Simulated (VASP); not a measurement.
Runs of VASP 6.6.1 on CoSi2. The structure is that of space group Fm-3m (No. 225), or close to it. The cells are those of the table. 

```tsv
cell	gap on the mesh (eV)	pressure (GPa)
a = 3.733, b = 3.804, c = 5.380 Å, 6 atoms	none	(a)
a = 3.733, b = 3.733, c = 5.408 Å, 6 atoms	none	3.9
a = 3.847, b = 3.847, c = 5.269 Å, 6 atoms	none	-2.3
a = 3.676, b = 3.676, c = 5.456 Å, 6 atoms	none	(b)
a = 3.733, b = 3.733, c = 5.464 Å, 6 atoms	none	1.9
```

Alike in all rows: task single point; level PBE; potentials or basis VASP PAW PBE potentials, release 64 (Co, Si); no spin polarisation; k mesh 10 × 10 × 8; cutoff (eV) 520; smearing gaussian 0.1 eV.

**Question.** Fill in the values left out.

**Answer.** (a) 1.3; (b) 8.5.

Caveats: the run has no spin polarisation, though such a crystal can be magnetic; the cell stands under pressure (at least some runs).

A gap of «none» marks levels without a gap at the run's occupations.
